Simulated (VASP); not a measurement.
# TaCN (P4/nmm) in VASP: relaxation of cell and atoms with r2SCAN

Aim: the relaxation of cell and atoms of TaCN with r2SCAN.

Program: VASP 6.6.1. These are calculated values, not measurements. Logs are shortened: lines on timing, memory, paths and dates and some standing lists are left out, and cuts for length are marked.

### 1 The cell of the first run

It takes space group P4/nmm (No. 129, tetragonal). The conventional cell has a = 2.871 Å, b = 2.871 Å, c = 7.268 Å, α = 90.00°, β = 90.00°, γ = 90.00°. Within 2.7 Å of C (site symmetry 4mm) lie 1 N at 2.06 Å and 4 C at 2.50 Å and 4 Ta at 2.65 Å. Ta (site symmetry 4mm) has 5 N at 2.05 to 2.06 Å and 4 C at 2.65 Å within 2.7 Å. N (site symmetry 4mm) has 5 Ta at 2.05 to 2.06 Å and 1 C at 2.06 Å and 4 N at 2.65 Å within 2.7 Å.

### 2 Relaxation of cell and atoms, r2SCAN

POSCAR

```
TaCN
1.0
    2.8709700000      0.0000000000      0.0000000000
    0.0000000000      2.8709700000      0.0000000000
    0.0000000000      0.0000000000      7.2682800000
C Ta N
2 2 2
Direct
    0.0000000000      0.5000000000      0.9000000000
    0.5000000000      0.0000000000      0.1000000000
    0.0000000000      0.5000000000      0.3350000000
    0.5000000000      0.0000000000      0.6650000000
    0.0000000000      0.5000000000      0.6170000000
    0.5000000000      0.0000000000      0.3830000000
```

INCAR.step1

```
ALGO = Normal ; EDIFF = 1E-4
ENCUT = 600 ; GGA = PE
ISMEAR = -1 ; LASPH = T
LCHARG = F ; LREAL = F
LWAVE = T ; NELM = 60
PREC = Accurate ; SIGMA = 0.1
```

INCAR.step2

```
ALGO = Normal ; EDIFF = 1E-7
EDIFFG = -0.03 ; ENCUT = 600
IBRION = 2 ; ISIF = 3
ISMEAR = -1 ; ISTART = 1
LASPH = T ; LCHARG = F
LMIXTAU = T ; LREAL = F
LWAVE = F ; METAGGA = R2SCAN
NELM = 60 ; NSW = 60
PREC = Accurate ; SIGMA = 0.1
```

KPOINTS

```
k-points
0
Gamma
  9 9 4
```

Potentials or basis: VASP PAW PBE potentials, release 64 (C, Ta_pv, N).

Command:

```console
cat potpaw_PBE.64/C/POTCAR potpaw_PBE.64/Ta_pv/POTCAR potpaw_PBE.64/N/POTCAR > POTCAR
cp INCAR.step1 INCAR
mpirun -np 1 vasp_std > vasp.out
cp INCAR.step2 INCAR
mpirun -np 1 vasp_std > vasp.out
```

OUTCAR:

```text
EDIFF = 1E-7
   EDIFFG = -0.03
   ENCUT = 600
   IBRION = 2
   ISIF = 3
   ISMEAR = -1
   ISTART = 1
   LASPH = T
   LREAL = F
   METAGGA = R2SCAN
   NELM = 60
   NSW = 60
   PREC = Accurate

 ion  position               nearest neighbor table
   1  0.000  0.500  0.900-   4 2.65   4 2.65   4 2.65   4 2.65
   2  0.500  0.000  0.100-   3 2.65   3 2.65   3 2.65   3 2.65
   3  0.000  0.500  0.335-   5 2.05   6 2.06   6 2.06   6 2.06   6 2.06   2 2.65   2 2.65   2 2.65
                             2 2.65   4 3.14   4 3.14   4 3.14   4 3.14
   4  0.500  0.000  0.665-   6 2.05   5 2.06   5 2.06   5 2.06   5 2.06   1 2.65   1 2.65   1 2.65
                             1 2.65   3 3.14   3 3.14   3 3.14   3 3.14
   5  0.000  0.500  0.617-   3 2.05   4 2.06   4 2.06   4 2.06   4 2.06
   6  0.500  0.000  0.383-   4 2.05   3 2.06   3 2.06   3 2.06   3 2.06

  LATTYP: Found a simple tetragonal cell.
 ALAT       =     2.8709700000
 C/A-ratio  =     2.5316460987

  Lattice vectors:

 A1 = (   2.8709700000,   0.0000000000,   0.0000000000)
 A2 = (   0.0000000000,   2.8709700000,   0.0000000000)
 A3 = (   0.0000000000,   0.0000000000,   7.2682800000)

Analysis of symmetry for initial positions (statically):
=====================================================================
 Subroutine PRICEL returns:
 Original cell was already a primitive cell.

 Routine SETGRP: Setting up the symmetry group for a
 simple tetragonal supercell.

 Subroutine GETGRP returns: Found 16 space group operations
 (whereof  8 operations were pure point group operations)
 out of a pool of 16 trial point group operations.

The static configuration has the point symmetry D_2d.
 The point group associated with its full space group is D_4h.

Analysis of symmetry for dynamics (positions and initial velocities):
=====================================================================
 Subroutine PRICEL returns:
 Original cell was already a primitive cell.

 Routine SETGRP: Setting up the symmetry group for a
 simple tetragonal supercell.

 Subroutine GETGRP returns: Found 16 space group operations
 (whereof  8 operations were pure point group operations)
 out of a pool of 16 trial point group operations.

The dynamic configuration has the point symmetry D_2d.
 The point group associated with its full space group is D_4h.

 Subroutine INISYM returns: Found 16 space group operations
 (whereof  8 operations are pure point group operations),
 and found     1 'primitive' translations

[... 123 lines left out ...]
  volume/ion in A,a.u.               =       9.98        67.38
  Fermi-wavevector in a.u.,A,eV,Ry     =   1.430864  2.703942 27.856204  2.047373
  Thomas-Fermi vector in A             =   2.550663
   LORBIT       =      0    0 simple, 1 ext, 2 COOP (PROOUT), +10 PAW based schemes
   METAGGA = R2SCAN    functional components
   LHFCALC =     F    Hartree Fock is set to
   AEXX    =    0.0000 exact exchange contribution
   IVDW    =     0    specifies the selected vdW correction
   LEPSILON=     F    determine dielectric tensor
   LRPA    =     F    only Hartree local field effects (RPA)
 conjugate gradient relaxation of ions
 non-spin polarized calculation
  energy-cutoff  :      600.00
  volume of cell :       59.91
 maximum number of plane-waves:      2025
 NGX is ok and might be reduce to    24
   NGX = 11   NGY = 11   NGZ = 29

--------------------------------------- Ionic step        1  -------------------------------------------

 number of electron      39.9999991 magnetization

 Free energy of the ion-electron system (eV)
  ---------------------------------------------------
  ext. energy  EPLUGINS =         0.00000000
  ---------------------------------------------------
  free energy    TOTEN  =      -128.71346212 eV

  energy without entropy =     -128.63017657  energy(sigma->0) =     -128.67181934

------------------------ aborting loop because EDIFF is reached ----------------------------------------

  FORCE on cell =-STRESS in cart. coord.  units (eV):
  Direction    XX          YY          ZZ          XY          YZ          ZX
  --------------------------------------------------------------------------------------
  -------------------------------------------------------------------------------------
  Total       13.4834592     13.4834592      5.8968309      0.0000000      0.0000000     -0.0000000
  in kB      360.5976988    360.5976988    157.7031251      0.0000000      0.0000000     -0.0000000
  external PRESSURE =     292.9661742 kB  Pullay stress =       0.0000000 kB
[... 101 lines left out ...]
  FREE ENERGIE OF THE ION-ELECTRON SYSTEM (eV)
  ---------------------------------------------------
  free  energy   TOTEN  =      -130.5445289048 eV

  energy  without entropy=     -130.4594130829  energy(sigma->0) =     -130.50197099

[... ionic steps 4 to 48 ...]

--------------------------------------- Ionic step       49  -------------------------------------------

 number of electron      40.0000002 magnetization

------------------------ aborting loop because EDIFF is reached ----------------------------------------
[... 75 lines left out ...]
--------------------------------------- Ionic step       51  -------------------------------------------

 number of electron      40.0000001 magnetization

 Free energy of the ion-electron system (eV)
  ---------------------------------------------------
  ext. energy  EPLUGINS =         0.00000000
  ---------------------------------------------------
  free energy    TOTEN  =      -133.98546610 eV

  energy without entropy =     -133.92135008  energy(sigma->0) =     -133.95340809

 E-fermi :   6.5229     XC(G=0): -13.1402

 val. band max:        6.5027525614   @ k =   0.4444   0.0000   0.5000
 cond. band min:       6.5358440740   @ k =   0.2222   0.0000   0.5000
 fundamental gap:      0.0330915126
 Fermi energy:         6.5229149256

 k-point     1 :       0.0000    0.0000    0.0000
  band No.  band energies     occupation
      1     -30.3319      2.00000
      2     -30.1273      2.00000
      3     -30.1273      2.00000
      4     -30.1192      2.00000
      5     -30.0843      2.00000
      6     -30.0843      2.00000
[... 637 lines left out ...]
     23       9.4267      0.00000
     24       9.5367      0.00000

 [... further k-points ...]

------------------------ aborting loop because EDIFF is reached ----------------------------------------

  FORCE on cell =-STRESS in cart. coord.  units (eV):
  Direction    XX          YY          ZZ          XY          YZ          ZX
  --------------------------------------------------------------------------------------
  -------------------------------------------------------------------------------------
  Total        0.0797454      0.0797454      0.0558803      0.0000000     -0.0000000      0.0000000
  in kB        2.0209977      2.0209977      1.4161826      0.0000000     -0.0000000      0.0000000
  external PRESSURE =       1.8193927 kB  Pullay stress =       0.0000000 kB
[... 21 lines left out ...]
  FREE ENERGIE OF THE ION-ELECTRON SYSTEM (eV)
  ---------------------------------------------------
  free  energy   TOTEN  =      -133.9854661032 eV

  energy  without entropy=     -133.9213500786  energy(sigma->0) =     -133.95340809

 reached required accuracy - stopping structural energy minimisation
```

OUTCAR.step1:

```text
EDIFF = 1E-4
   ENCUT = 600
   GGA = PE
   ISMEAR = -1
   LASPH = T
[... 888 lines left out ...]
      0.00000      1.43548      2.43487         0.000000      0.000000     -7.145264
      1.43548      0.00000      4.83341         0.000000      0.000000      7.145264
      0.00000      1.43548      4.48453        -0.000000     -0.000000     -1.402578
      1.43548      0.00000      2.78375         0.000000      0.000000      1.402578
 -----------------------------------------------------------------------------------
    total drift:                                0.000000      0.000000      0.000000

  FREE ENERGIE OF THE ION-ELECTRON SYSTEM (eV)
  ---------------------------------------------------
  free  energy   TOTEN  =       -51.8306571398 eV

  energy  without entropy=      -51.7404940675  energy(sigma->0) =      -51.78557560
```

OSZICAR.step1:

```text
N       E                     dE             d eps       ncg     rms          rms(c)
DAV:   1     0.359308051016E+03    0.35931E+03   -0.24628E+04  2160   0.191E+03
DAV:   2    -0.363481477082E+02   -0.39566E+03   -0.39126E+03  2512   0.494E+02
DAV:   3    -0.591342787865E+02   -0.22786E+02   -0.22366E+02  2896   0.111E+02
DAV:   4    -0.595560606753E+02   -0.42178E+00   -0.41948E+00  2664   0.152E+01
DAV:   5    -0.595645969956E+02   -0.85363E-02   -0.85284E-02  2880   0.186E+00    0.440E+01
DAV:   6    -0.520306019933E+02    0.75340E+01   -0.52439E+01  3024   0.451E+01    0.185E+01
DAV:   7    -0.520839661991E+02   -0.53364E-01   -0.66070E+00  2920   0.123E+01    0.103E+01
DAV:   8    -0.519680889000E+02    0.11588E+00   -0.51959E+00  3112   0.897E+00    0.405E+00
DAV:   9    -0.518309723302E+02    0.13712E+00   -0.88112E-01  2784   0.402E+00    0.477E-01
DAV:  10    -0.518309676279E+02    0.47022E-05   -0.77037E-02  2776   0.155E+00    0.270E-01
DAV:  11    -0.518309005679E+02    0.67060E-04   -0.30117E-03  2616   0.404E-01    0.206E-01
DAV:  12    -0.518307374005E+02    0.16317E-03   -0.68261E-04  2384   0.152E-01    0.112E-01
DAV:  13    -0.518306571398E+02    0.80261E-04   -0.88292E-04  2920   0.186E-01
   1 F= -.51830657E+02 E0= -.51785576E+02  d E =-.901631E-01
```

Wall time 67 min (1 thread of Intel Xeon 6975P-C (Granite Rapids), shared host); peak memory 0.26 GiB.

What came out:

- Free energy: -133.9855 eV
- Relaxed volume: 10.54 Å³/atom
- Relaxed cell: a = 3.028 Å, b = 3.028 Å, c = 6.897 Å, α = 90.00°, β = 90.00°, γ = 90.00°
- Space group after relaxing (to 0.1 Å): P4/nmm (No. 129)
- Energy gained by relaxing: 878.7 meV/atom
- Ionic steps: 51
- Pressure after relaxing: 0.2 GPa
- Largest force after relaxing: 0.022 eV/Å
- Band gap on the k mesh: zero (bands 20 and 21 overlap by 1.18 eV)

Forces in eV/Å, atoms in the order of the input:
```
C    0.000  0.000 -0.013
C    0.000  0.000  0.013
Ta   0.000  0.000 -0.005
Ta   0.000  0.000  0.005
N    0.000  0.000  0.022
N    0.000  0.000 -0.022
```

The path:
```
step  energy change (eV)  largest force (eV/Å)  pressure (GPa)  volume (Å³)
   1              0.0000                7.3598           29.30        59.91
   3             -1.8311                2.5287          -21.90        67.31
   5             -3.4883                1.3827           -3.27        58.37
   7             -3.8831                2.1952           18.73        53.89
   9             -4.2910                2.4704           17.37        53.83
  11             -4.3654                2.2257           17.70        53.79
  13             -4.4001                1.7185           18.72        53.75
  15             -4.8251                1.2489           -4.32        57.94
  17             -4.9145                1.0481           -4.53        58.14
  19             -5.0759                0.6094            3.56        57.20
  21             -5.0959                0.3823           -0.30        57.79
  23             -5.1303                0.2746           -1.01        58.07
  25             -5.1404                0.2003           -1.11        58.26
  27             -5.1609                0.1274            4.06        57.79
  29             -5.1847                0.2376            3.67        58.27
  31             -5.2269                0.4124            1.47        59.79
  33             -5.2537                0.2201           -0.49        61.47
  35             -5.2604                0.1803            1.04        61.62
  37             -5.2664                0.2414           -0.17        62.41
  39             -5.2688                0.0851           -0.53        62.71
  41             -5.2697                0.0864            0.32        62.71
  43             -5.2703                0.0229            0.44        62.74
  45             -5.2709                0.0805           -0.09        62.95
  47             -5.2712                0.0414           -0.27        63.09
  49             -5.2717                0.0455            0.05        63.15
  51             -5.2720                0.0216            0.18        63.22
```

Final structure:
```cif
data_structure
_symmetry_space_group_name_H-M 'P 1'
_symmetry_Int_Tables_number 1
_cell_length_a 3.0275
_cell_length_b 3.0275
_cell_length_c 6.8971
_cell_angle_alpha 90.000
_cell_angle_beta 90.000
_cell_angle_gamma 90.000
_cell_volume 63.22
loop_
_atom_site_label
_atom_site_type_symbol
_atom_site_fract_x
_atom_site_fract_y
_atom_site_fract_z
_atom_site_occupancy
C1 C 0.00000 0.50000 0.87658 1
C2 C 0.50000 0.00000 0.12342 1
Ta1 Ta 0.00000 0.50000 0.19503 1
Ta2 Ta 0.50000 0.00000 0.80497 1
N1 N 0.00000 0.50000 0.66615 1
N2 N 0.50000 0.00000 0.33385 1
```

Levels at points of the mesh, in eV from the Fermi level:
```
           k point  band 17  band 18  band 19  band 20  band 21  band 22  band 23  band 24
(0.00, 0.00, 0.00)    -3.19    -2.99    -2.68    -2.68     0.50     0.50     1.69     1.71
(0.00, 0.00, 0.50)    -3.94    -3.22    -2.44    -2.44     0.34     0.34     1.52     1.72
```

Caveat: the PAW data sets were made with another functional, which shifts forces and pressure a little; spin-orbit coupling is left out, which moves the levels of the heavy elements.

The gap in the log of VASP goes by the Fermi energy; the results here count the filled bands.